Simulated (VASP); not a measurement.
Here is a VASP 6.6.1 calculation.

Contents of INCAR:

```
PREC = Accurate ; ENCUT = 520
EDIFF = 1E-8 ; ISMEAR = -1
SIGMA = 0.01 ; LREAL = F
LASPH = T ; NELM = 100
ALGO = Normal ; ISIF = 2
LWAVE = F ; LCHARG = F
GGA = PE ; LEFG = T
NBANDS = 17
```

Contents of KPOINTS:

```
regular mesh
0
Gamma
  8 8 8
```

POSCAR

```
PbS
1.0
    0.0000000000      3.0539500000      2.9650000000
    3.0539500000      0.0000000000      2.9650000000
    3.0539500000      3.0539500000      0.0000000000
Pb S
1 1
Direct
    0.0000000000      0.0000000000      0.0000000000
    0.5000000000      0.5000000000      0.5000000000
```

Potentials or basis: VASP PAW PBE potentials, release 64 (Pb_d, S).

The run is started by

```sh
$ cat potpaw_PBE.64/Pb_d/POTCAR potpaw_PBE.64/S/POTCAR > POTCAR
$ mpirun -np 1 vasp_std > vasp.out
```

**Question.** Predict the pressure.

**Answer.** -0.9 GPa.

**Question.** What does it give for the band gap on the k mesh?

**Answer.** 0.54 eV, direct.

Stress tensor (GPa, compression positive):
```
-1.96  0.00  0.00
 0.00 -1.96  0.00
 0.00  0.00  1.12
```

Caveat: the cell differs from its parent crystal (equal xx and yy strain of +3 %); without QUAD_EFG the Cq values of the log hold for a quadrupole moment of 1 mb, not for the nuclei; spin-orbit coupling is left out, which moves the levels of the heavy elements. A k mesh can miss the band edges.
